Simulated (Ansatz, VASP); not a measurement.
## One calculation of TaWI, two programs

INCAR

```
SYSTEM = TaWI
PREC = Accurate
ENCUT = 600
EDIFF = 1E-6
ISMEAR = 0
SIGMA = 0.1
LREAL = .FALSE.
LASPH = .TRUE.
NELM = 80
ALGO = Normal
ISIF = 3
LWAVE = .FALSE.
LCHARG = .FALSE.
GGA = PE
IBRION = 2
NSW = 100
EDIFFG = -0.01
```

Contents of KPOINTS:

```
Automatic mesh
0
G
  12 12 8
  0 0 0
```

The input POSCAR:

```
TaWI
1.0
    3.7012618029      0.0000000000      0.0000000000
    0.0000000000      3.7012618029      0.0000000000
    0.0000000000      0.0000000000      5.6225965024
Ta W I
1 1 1
Direct
    0.5000000000      0.5000000000      0.0000000000
    0.0000000000      0.0000000000      0.0000000000
    0.0000000000      0.0000000000      0.5000000000
```

Input for Ansatz:

```yaml
crystal:
  lattice:
    - [3.7012618029, 0.0, 0.0]
    - [0.0, 3.7012618029, 0.0]
    - [0.0, 0.0, 5.6225965024]
  atoms:
    - { symbol: Ta, position: [0.5, 0.5, 0.0] }
    - { symbol: W, position: [0.0, 0.0, 0.0] }
    - { symbol: I, position: [0.0, 0.0, 0.5] }
basis:
  ecutwfc: 420
kpoints:
  mp_grid: { grid: [12, 12, 8] }
hamiltonian:
  xc: pbe
scf:
  occupations: { method: gaussian, width: 0.1 }
output:
  forces: true
  stress: true
  eigenvalues: true
relax:
  adjacent_minimum: "off"
  f_tol: 0.01
  max_steps: 80
  cell: { stress_tol: 0.05 }
```

Alike in both runs: task relaxation of cell and atoms; functional PBE; k mesh 12 × 12 × 8; occupations gaussian, width 0.1 eV; no spin polarisation.

|  | VASP | Ansatz |
| --- | --- | --- |
| version | VASP 6.6.1 | Ansatz 0.2.0 |
| potentials or method | VASP PAW PBE potentials, release 64 (Ta_pv, W_sv, I), cutoff 600 eV | scalar-relativistic, plane waves, PAW |
| valence electrons in the cell | 32 | 44 |

```tsv
	VASP	Ansatz	Ansatz less VASP
gap on the k mesh at the Fermi level, each at its own relaxed structure (eV)	none	none	-
relaxed volume (Å³/atom)	25.80	25.77	-0.031
relaxed length of the cell vector where the two differ most in proportion (Å)	3.718	3.716	-0.0025
```

A gap of «none» marks a metal or a gap that the smearing closes. VASP's potentials hold 32 valence electrons a cell and Ansatz's 44, so a difference there can come from the potentials and not from the codes.

Neither program's run includes spin-orbit coupling.
